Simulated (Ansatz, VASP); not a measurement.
# Rh in VASP and in Ansatz

```xyz
2
Lattice="-1.8773 1.8773 0.0000 0.0000 0.0000 3.7545 1.8773 1.8773 0.0000" Properties=species:S:1:pos:R:3 pbc="T T T"
Rh    0.0000    0.0000    0.0000
Rh    0.0000    1.8773    1.8773
```

Alike in both runs: task single point; functional LDA; k mesh 14 × 10 × 14; occupations fermi-dirac, width 0.08 eV; no spin polarisation.

|  | VASP | Ansatz |
| --- | --- | --- |
| version | VASP 6.6.1 | Ansatz 0.2.0 |
| potentials or method | VASP PAW LDA potentials, release 64 (Rh_pv) | PAW with Ansatz's default frozen-core files, scalar-relativistic |
| plane-wave cutoff (eV) | 520 | 420 |
| valence electrons in the cell | 30 | 34 |

|  | VASP | Ansatz | Ansatz less VASP |
| --- | --- | --- | --- |
| pressure (GPa) | 0.9 | 0.0 | -0.92 |

LDA's correlation is that of Perdew and Zunger in VASP and of Perdew and Wang (1992) in Ansatz. VASP's potentials hold 30 valence electrons a cell and Ansatz's 34, so a difference there can come from the potentials and not from the codes.
